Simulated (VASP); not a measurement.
# HfN (F222) in VASP: single point with PBE

Aim: the single point of HfN with PBE.

All numbers are computed with VASP 6.6.1; they aren't measurements. Logs are shortened: lines on timing, memory, paths and dates and some standing lists are left out, and cuts for length are marked.

## 1. The cell of the first run

It takes space group F222 (No. 22, orthorhombic). The conventional cell has a = 4.731 Å, b = 4.915 Å, c = 5.100 Å, α = 90.00°, β = 90.00°, γ = 90.00°. Hf (site symmetry 222) has 4 N at 2.13 Å within 2.8 Å. Within 2.8 Å of N (site symmetry 222) lie 4 Hf at 2.13 Å.

## 2. Single point, PBE (strain +0.0375 x Voigt [1, -1, 0, 0, 0, 0])

The input, INCAR:

```
PREC     = Accurate       # precision mode
ENCUT    = 520            # plane-wave cutoff, eV
EDIFF    = 1E-6           # SCF threshold, eV
ISMEAR   = 0              # smearing method
SIGMA    = 0.15           # smearing width, eV
LREAL    = F              # projectors in reciprocal space
LASPH    = T              # aspherical terms in the spheres
NELM     = 80             # most SCF steps
ALGO     = Normal         # electronic algorithm
ISIF     = 2              # what is computed and relaxed
LWAVE    = F              # write WAVECAR
LCHARG   = T              # write CHGCAR
GGA      = PE             # functional
LELF     = T              # ELF
LVHAR    = T            
NBANDS   = 14             # bands
```

The input, KPOINTS:

```
regular mesh
0
Gamma
  22 22 22
```

The input, POSCAR:

```
HfN
1.0
    0.0000000000      2.3655621810      2.4577269413
    2.5498917016      0.0000000000      2.4577269413
    2.5498917016      2.3655621810      0.0000000000
Hf N
1 1
Direct
    0.0000000000      0.0000000000      0.0000000000
    0.7500000000      0.7500000000      0.7500000000
```

Potentials or basis: VASP PAW PBE potentials, release 64 (Hf_pv, N).

Command:

```console
$ cat potpaw_PBE.64/Hf_pv/POTCAR potpaw_PBE.64/N/POTCAR > POTCAR
$ mpirun -np 1 vasp_std > vasp.out
```

OUTCAR:

```text
PREC = Accurate
   ENCUT = 520
   EDIFF = 1E-6
   ISMEAR = 0
   LREAL = F
   LASPH = T
   NELM = 80
   ISIF = 2
   GGA = PE

 ion  position               nearest neighbor table
   1  0.000  0.000  0.000-   2 2.13   2 2.13   2 2.13   2 2.13
   2  0.750  0.750  0.750-   1 2.13   1 2.13   1 2.13   1 2.13

  LATTYP: Found a face centered orthorhombic cell.
 ALAT       =     4.7311243620
 B/A-ratio  =     1.0389610390
 C/A-ratio  =     1.0779220779

  Lattice vectors:

 A1 = (  -2.5498917016,   0.0000000000,  -2.4577269413)
 A2 = (  -2.5498917016,   2.3655621810,   0.0000000000)
 A3 = (   0.0000000000,   2.3655621810,  -2.4577269413)

Analysis of symmetry for initial positions (statically):
=====================================================================
 Subroutine PRICEL returns:
 Original cell was already a primitive cell.

 Routine SETGRP: Setting up the symmetry group for a
 face centered orthorhombic supercell.

 Subroutine GETGRP returns: Found  4 space group operations
 (whereof  4 operations were pure point group operations)
 out of a pool of  8 trial point group operations.

The static configuration has the point symmetry D_2 .

Analysis of symmetry for dynamics (positions and initial velocities):
=====================================================================
 Subroutine PRICEL returns:
 Original cell was already a primitive cell.

 Routine SETGRP: Setting up the symmetry group for a
 face centered orthorhombic supercell.

 Subroutine GETGRP returns: Found  4 space group operations
 (whereof  4 operations were pure point group operations)
 out of a pool of  8 trial point group operations.

The dynamic configuration has the point symmetry D_2 .

 Subroutine INISYM returns: Found  4 space group operations
 (whereof  4 operations are pure point group operations),
 and found     1 'primitive' translations

----------------------------------------------------------------------------------------

                                     Primitive cell

  volume of cell :      29.6497

  direct lattice vectors                    reciprocal lattice vectors
     0.000000000  2.365562181  2.457726941    -0.196086759  0.211366247  0.203440013
     2.549891702  0.000000000  2.457726941     0.196086759 -0.211366247  0.203440013
     2.549891702  2.365562181  0.000000000     0.196086759  0.211366247 -0.203440013

  length of vectors
     3.411203036  3.541520776  3.478193802     0.352864770  0.352864770  0.352864770

  position of ions in fractional coordinates (direct lattice)
     0.000000000  0.000000000  0.000000000
     0.750000000  0.750000000  0.750000000

  ion indices of the primitive-cell ions
   primitive index   ion index
                 1           1
                 2           2

----------------------------------------------------------------------------------------

 KPOINTS: regular mesh

Automatic generation of k-mesh.
 Grid dimensions read from file:
 generate k-points for:   22   22   22

 Generating k-lattice:

  Cartesian coordinates                     Fractional coordinates (reciprocal lattice)
    -0.008913035  0.009607557  0.009247273     0.045454545  0.000000000  0.000000000
     0.008913035 -0.009607557  0.009247273     0.000000000  0.045454545  0.000000000
     0.008913035  0.009607557 -0.009247273    -0.000000000 -0.000000000  0.045454545

  Length of vectors
     0.016039308  0.016039308  0.016039308

  Shift w.r.t. Gamma in fractional coordinates (k-lattice)
     0.000000000  0.000000000  0.000000000

 Subroutine IBZKPT returns following result:
 ===========================================

 Found   1530 irreducible k-points:

 Following reciprocal coordinates:
            Coordinates               Weight
  0.000000  0.000000  0.000000      1.000000
  0.045455  0.000000 -0.000000      8.000000
  0.090909  0.000000 -0.000000      8.000000
  0.136364  0.000000  0.000000      8.000000
  0.181818  0.000000  0.000000      8.000000
  0.227273  0.000000 -0.000000      8.000000
[... 16 lines left out ...]
  0.500000  0.045455  0.000000      8.000000
 -0.454545  0.045455  0.000000      8.000000
 [... further k-points ...]
   k-points           NKPTS =   1530   k-points in BZ     NKDIM =   1530   number of bands    NBANDS=     14
   number of dos      NEDOS =    301   number of ions     NIONS =      2
   total plane-waves  NPLWV =  21952
   dimension x,y,z NGX =    28 NGY =   28 NGZ =   28
   dimension x,y,z NGXF=    56 NGYF=   56 NGZF=   56
   ions per type =               1   1
   NGX,Y,Z   is equivalent  to a cutoff of  13.65, 13.14, 13.38 a.u.
   NGXF,Y,Z  is equivalent  to a cutoff of  27.29, 26.29, 26.77 a.u.
 SYSTEM =  unknown system
   PREC   = accura    normal or accurate (medium, high low for compatibility)
   ISTART =      0    job   : 0-new  1-cont  2-samecut
   ICHARG =      2    charge: 1-file 2-atom 10-const
   ISPIN  =      1    spin polarized calculation?
   LNONCOLLINEAR =      F non collinear calculations
   LSORBIT =      F    spin-orbit coupling
   LASPH  =      T    aspherical Exc in radial PAW
   ENCUT  =  520.0 eV  38.22 Ry    6.18 a.u.   6.34  6.58  6.47*2*pi/ulx,y,z
   NELM   =     80;   NELMIN=  2; NELMDL= -5     # of ELM steps
   EDIFF  = 0.1E-05   stopping-criterion for ELM
   LREAL  =      F    real-space projection
   EDIFFG = 0.1E-04   stopping-criterion for IOM
   NSW    =      0    number of steps for IOM
   IBRION =     -1    ionic relax: 0-MD 1-quasi-New 2-CG
   NFREE  =      0    steps in history (QN), initial steepest desc. (CG)
   ISIF   =      2    stress and relaxation
   ISYM   =      2    0-nonsym 1-usesym 2-fastsym
   POTIM  = 0.5000    time-step for ionic-motion
   TEBEG  =    0.0;   TEEND  =   0.0 temperature during run
   PSTRESS=    0.0 pullay stress
   NELECT =      15.0000    total number of electrons
   NUPDOWN=      -1.0000    fix difference up-down
   EMIN   =  10.00;   EMAX   =-10.00  energy-range for DOS
   EFERMI =   0.00;   METHOD = LEGACY
   ISMEAR =     0;   SIGMA  =   0.15  broadening in eV -4-tet -1-fermi 0-gaus
   EFERMI_NEDOS =   21; number of points for ismear=-14 and -15
   IALGO  =     38    algorithm
   IMIX   =      4    mixing-type and parameters
     AMIX     =   0.40;   BMIX     =  1.00
     AMIX_MAG =   1.60;   BMIX_MAG =  1.00
  volume/ion in A,a.u.               =      14.82       100.04
  Fermi-wavevector in a.u.,A,eV,Ry     =   1.304464  2.465079 23.152022  1.701626
  Thomas-Fermi vector in A             =   2.435398
   LORBIT       =      0    0 simple, 1 ext, 2 COOP (PROOUT), +10 PAW based schemes
   GGA     = PE    functional components
   LHFCALC =     F    Hartree Fock is set to
   AEXX    =    0.0000 exact exchange contribution
   IVDW    =     0    specifies the selected vdW correction
   LEPSILON=     F    determine dielectric tensor
   LRPA    =     F    only Hartree local field effects (RPA)
 non-spin polarized calculation
 Gauss-broadening in eV      SIGMA  =   0.15
  energy-cutoff  :      520.00
  volume of cell :       29.65
 maximum number of plane-waves:       823
 NGX is ok and might be reduce to    28
   NGX = 13   NGY = 13   NGZ = 13

 number of electron      15.0000001 magnetization

 Free energy of the ion-electron system (eV)
  ---------------------------------------------------
  ext. energy  EPLUGINS =         0.00000000
  ---------------------------------------------------
  free energy    TOTEN  =       -21.18474413 eV

  energy without entropy =      -21.17721940  energy(sigma->0) =      -21.18098176

 E-fermi :   5.7896     XC(G=0): -11.2135

 val. band max:        5.7852231699   @ k =   0.2273  -0.3182   0.1818
 cond. band min:       5.7916793494   @ k =   0.3182   0.5000   0.1818
 fundamental gap:      0.0064561795
 Fermi energy:         5.7896181258

 k-point     1 :       0.0000    0.0000    0.0000
  band No.  band energies     occupation
      1     -25.3878      2.00000
      2     -25.3762      2.00000
      3     -25.3729      2.00000
      4     -10.3915      2.00000
      5       0.2364      2.00000
      6       0.3532      2.00000
      7       0.4444      2.00000
      8       5.0003      2.00000
      9       7.5960      0.00000
     10       8.3915      0.00000
     11      11.6923      0.00000
     12      12.3036      0.00000
     13      12.8806      0.00000
     14      18.0347      0.00000

 k-point     2 :       0.0455    0.0000   -0.0000
  band No.  band energies     occupation
      1     -25.3937      2.00000
      2     -25.3802      2.00000
      3     -25.3754      2.00000
      4     -10.3668      2.00000
      5       0.2231      2.00000
      6       0.3450      2.00000
      7       0.4435      2.00000
      8       5.1177      2.00000
      9       7.5679      0.00000
     10       8.3455      0.00000
     11      11.7190      0.00000
     12      12.3200      0.00000
     13      12.8830      0.00000
     14      18.0324      0.00000

 k-point     3 :       0.0909    0.0000   -0.0000
  band No.  band energies     occupation
      1     -25.4197      2.00000
      2     -25.3854      2.00000
      3     -25.3804      2.00000
      4     -10.2951      2.00000
      5       0.1319      2.00000
      6       0.3545      2.00000
      7       0.4775      2.00000
      8       5.4414      1.99897
      9       7.4988      0.00000
     10       8.2259      0.00000
     11      11.7465      0.00000
     12      12.3635      0.00000
     13      12.9141      0.00000
     14      17.7598      0.00000
[... 324 lines left out ...]
 k-point    23 :       0.5000    0.0455    0.0000
  band No.  band energies     occupation
      1     -25.8393      2.00000
      2     -25.4555      2.00000
      3     -25.4318      2.00000
      4      -9.3066      2.00000
      5       0.0499      2.00000
      6       0.7464      2.00000
      7       1.0833      2.00000
      8       7.1639      0.00000
      9       8.3132      0.00000
     10       8.5878      0.00000
     11       9.9994      0.00000
     12      11.1535      0.00000
     13      11.1882      0.00000
     14      15.0921      0.00000

 k-point    24 :      -0.4545    0.0455    0.0000
  band No.  band energies     occupation
      1     -25.8361      2.00000
      2     -25.4556      2.00000
      3     -25.4310      2.00000
      4      -9.3126      2.00000
      5       0.0399      2.00000
      6       0.7436      2.00000
      7       1.0791      2.00000
      8       7.1894      0.00000
      9       8.3556      0.00000
     10       8.4725      0.00000
     11      10.0435      0.00000
     12      11.0844      0.00000
     13      11.3266      0.00000
     14      15.0350      0.00000

 [... further k-points ...]
[... 5 lines left out ...]
  --------------------------------------------------------------------------------------
  -------------------------------------------------------------------------------------
  Total       -1.2599145      0.7948079     -0.0809073      0.0000000      0.0000000      0.0000000
  in kB      -68.0819386     42.9489991     -4.3719857      0.0000000      0.0000000      0.0000000
  external PRESSURE =      -9.8349751 kB  Pullay stress =       0.0000000 kB

 VOLUME and BASIS-vectors are now :
 -----------------------------------------------------------------------------
  energy-cutoff  :      520.00
  volume of cell :       29.65
      direct lattice vectors                 reciprocal lattice vectors
     0.000000000  2.365562181  2.457726941    -0.196086759  0.211366247  0.203440013
     2.549891702  0.000000000  2.457726941     0.196086759 -0.211366247  0.203440013
     2.549891702  2.365562181  0.000000000     0.196086759  0.211366247 -0.203440013

 POSITION                                       TOTAL-FORCE (eV/Angst)
 -----------------------------------------------------------------------------------
      0.00000      0.00000      0.00000        -0.000000     -0.000000     -0.000000
      3.82484      3.54834      3.68659         0.000000      0.000000      0.000000
 -----------------------------------------------------------------------------------
    total drift:                                0.000000      0.000000      0.000000

  FREE ENERGIE OF THE ION-ELECTRON SYSTEM (eV)
  ---------------------------------------------------
  free  energy   TOTEN  =       -21.1847441308 eV

  energy  without entropy=      -21.1772193982  energy(sigma->0) =      -21.18098176
```

Wall time 10 min (1 thread of Intel Xeon Platinum 8259CL at 2.50GHz (Skylake/Cascade Lake), shared host); peak memory 0.72 GiB.

Results:

```
Free energy            : -21.1847 eV
Pressure               : -1.0 GPa
Band gap on the k mesh : zero (an odd number of electrons rules out a gap without spin polarisation)
```

Stress tensor (GPa, compression positive):
```
-6.81  0.00  0.00
 0.00  4.29  0.00
 0.00  0.00 -0.44
```

Caveat: the cell differs from its parent crystal (strain +0.0375 x Voigt [1, -1, 0, 0, 0, 0]); the stress differs along the axes, from -7 to 4 GPa; spin-orbit coupling is left out, which moves the levels of the heavy elements.
